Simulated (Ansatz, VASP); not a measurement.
## Two plane-wave programs on MgCd2Se3

File INCAR:

```
PREC = Accurate
ENCUT = 520
EDIFF = 1E-6
ISMEAR = 0
SIGMA = 0.1
LREAL = F
LASPH = T
NELM = 100
ALGO = Normal
ISIF = 2
LWAVE = F
LCHARG = F
GGA = PE
NBANDS = 31
```

KPOINTS

```
Automatic mesh
0
Gamma
  6 6 6
```

POSCAR

```
MgCd2Se3
1.0
   -2.0665107800      2.0665107800      8.7674627100
    2.0665107800     -2.0665107800      8.7674627100
    2.0665107800      2.0665107800     -8.7674627100
Mg Cd Se
1 2 3
Direct
    0.5000000000      0.5000000000      0.0000000000
    0.8333333300      0.8333333300      0.0000000000
    0.1666666700      0.1666666700      0.0000000000
    0.0000000000      0.0000000000      0.0000000000
    0.6666666700      0.6666666700      0.0000000000
    0.3333333300      0.3333333300      0.0000000000
```

Input for Ansatz:

```yaml
crystal:
  lattice:
    - [-2.06651078, 2.06651078, 8.76746271]
    - [2.06651078, -2.06651078, 8.76746271]
    - [2.06651078, 2.06651078, -8.76746271]
  atoms:
    - { symbol: Mg, position: [0.5, 0.5, 0.0] }
    - { symbol: Cd, position: [0.83333333, 0.83333333, 0.0] }
    - { symbol: Cd, position: [0.16666667, 0.16666667, 0.0] }
    - { symbol: Se, position: [0.0, 0.0, 0.0] }
    - { symbol: Se, position: [0.66666667, 0.66666667, 0.0] }
    - { symbol: Se, position: [0.33333333, 0.33333333, 0.0] }
basis:
  ecutwfc: 420
kpoints:
  mp_grid: { grid: [6, 6, 6] }
hamiltonian:
  xc: pbe
scf:
  occupations: { method: gaussian, width: 0.1 }
  lower_state_search: "off"
output:
  forces: true
  stress: true
  eigenvalues: true
```

Alike in both runs: task single point; functional PBE; k mesh 6 × 6 × 6; occupations gaussian, width 0.1 eV; no spin polarisation.

|  | VASP | Ansatz |
| --- | --- | --- |
| version | VASP 6.6.1 | Ansatz 0.2.0 |
| potentials or method | VASP PAW PBE potentials, release 64 (Mg, Cd, Se), cutoff 520 eV | scalar-relativistic, plane waves, PAW |
| valence electrons in the cell | 44 | 98 |

```tsv
	VASP	Ansatz	Ansatz less VASP
gap on the k mesh at the Fermi level (eV)	none	none	-
pressure (GPa)	-4.3	-4.4	-0.13
traceless stress, the component that is largest in VASP (GPa)	0.07	0.07	+0.001
rms of the force components (eV/Å)	0.067	0.061	-0.0063
```

Atom by atom the forces differ by 0.006 eV/Å (rms over components). A gap of «none» marks a metal or a gap that the smearing closes. The functional is the same, so the differences come from potentials, cutoffs and numerics. VASP's potentials hold 44 valence electrons a cell and Ansatz's 98, so a difference there can come from the potentials and not from the codes.
